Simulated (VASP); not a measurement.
Input of a VASP 6.6.1 run:

File INCAR:

```
SYSTEM = TiAl3
PREC     = Accurate       ! precision mode
ENCUT    = 520            ! plane-wave cutoff, eV
EDIFF    = 1E-7           ! SCF threshold, eV
ISMEAR   = 0              ! smearing method
SIGMA    = 0.15           ! smearing width, eV
LREAL    = .FALSE.        ! projectors in reciprocal space
LASPH    = .TRUE.         ! aspherical terms in the spheres
NELM     = 80             ! most SCF steps
ALGO     = Fast           ! electronic algorithm
ISIF     = 2              ! what is computed and relaxed
LWAVE    = .FALSE.        ! write WAVECAR
LCHARG   = .TRUE.         ! write CHGCAR
GGA      = PE             ! functional
LELF     = .TRUE.         ! ELF
LVHAR    = .TRUE.       
NBANDS   = 18             ! bands
```

Contents of KPOINTS:

```
regular mesh
0
G
  16 16 16
  0 0 0
```

POSCAR

```
TiAl3
1.0
   -1.9397934874      1.9397934874      4.2349571417
    1.9397934874     -1.9397934874      4.2349571417
    1.9397934874      1.9397934874     -4.2349571417
Ti Al
1 3
Direct
    0.0000000000      0.0000000000      0.0000000000
    0.5000000000      0.5000000000      0.0000000000
    0.7500000000      0.2500000000      0.5000000000
    0.2500000000      0.7500000000      0.5000000000
```

Potentials or basis: VASP PAW PBE potentials, release 64 (Ti_sv, Al).

Launch:

```bash
$ cat potpaw_PBE.64/Ti_sv/POTCAR potpaw_PBE.64/Al/POTCAR > POTCAR
$ mpirun -np 1 vasp_std > vasp.out
```

Q: Predict the pressure.

A: 0.0 GPa.

Stress tensor (GPa, compression positive):
```
-1.55  0.00  0.00
 0.00 -1.55  0.00
 0.00  0.00  2.96
```
